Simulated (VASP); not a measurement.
Write the native input for VASP 6.6.1 that does the following.

| Property | Result |
| --- | --- |
| Task | single point |
| Functional | PBE |
| Potentials or basis | VASP PAW PBE potentials, release 64 (Mo_sv, W_sv) |
| Cutoff | 520 eV |
| k mesh | 8 × 8 × 8 |
| Occupations | gaussian, width 0.1 eV |
| Spin | no spin polarisation |
| Dipole correction | no |
| Further INCAR settings | ALGO = Fast; EDIFF = 1e-06; NBANDS = 66 |

The structure of MoW7 lies in POSCAR:

```
MoW7
1.0
   -3.1801028217      3.1801028217      3.1801028217
    3.1801028217     -3.1801028217      3.1801028217
    3.1801028217      3.1801028217     -3.1801028217
Mo W
1 7
Direct
    0.0000000000      0.0000000000      0.0000000000
    0.5000000000      0.0000000000      0.5000000000
    0.5000000000      0.5000000000      0.5000000000
    0.0000000000      0.5000000000      0.5000000000
    0.0000000000      0.5000000000      0.0000000000
    0.5000000000      0.5000000000      0.0000000000
    0.5000000000      0.0000000000      0.0000000000
    0.0000000000      0.0000000000      0.5000000000
```

One way to write it, as run:

INCAR

```
SYSTEM = MoW7
ALGO = Fast
EDIFF = 1E-6
ENCUT = 520
GGA = PE
ISIF = 2
ISMEAR = 0
LASPH = .TRUE.
LCHARG = .TRUE.
LELF = .TRUE.
LREAL = .FALSE.
LVHAR = .TRUE.
LWAVE = .FALSE.
NBANDS = 66
NELM = 60
PREC = Accurate
SIGMA = 0.1
```

KPOINTS

```
k-points
0
G
  8 8 8
  0 0 0
```

Potentials or basis: VASP PAW PBE potentials, release 64 (Mo_sv, W_sv).

Run with:

```console
$ cat potpaw_PBE.64/Mo_sv/POTCAR potpaw_PBE.64/W_sv/POTCAR > POTCAR
$ mpirun -np 1 vasp_std > vasp.out
```

Results of the run:

```yaml
Pressure: 0.5 GPa
Band_gap_on_the_k_mesh: zero (bands 56 and 57 overlap by 1.32 eV)
```

Caveat: spin-orbit coupling is left out, which moves the levels of the heavy elements.

Run time: 8.6 min on 1 thread of Intel Xeon 8259CL (shared host), peak memory 0.37 GiB.
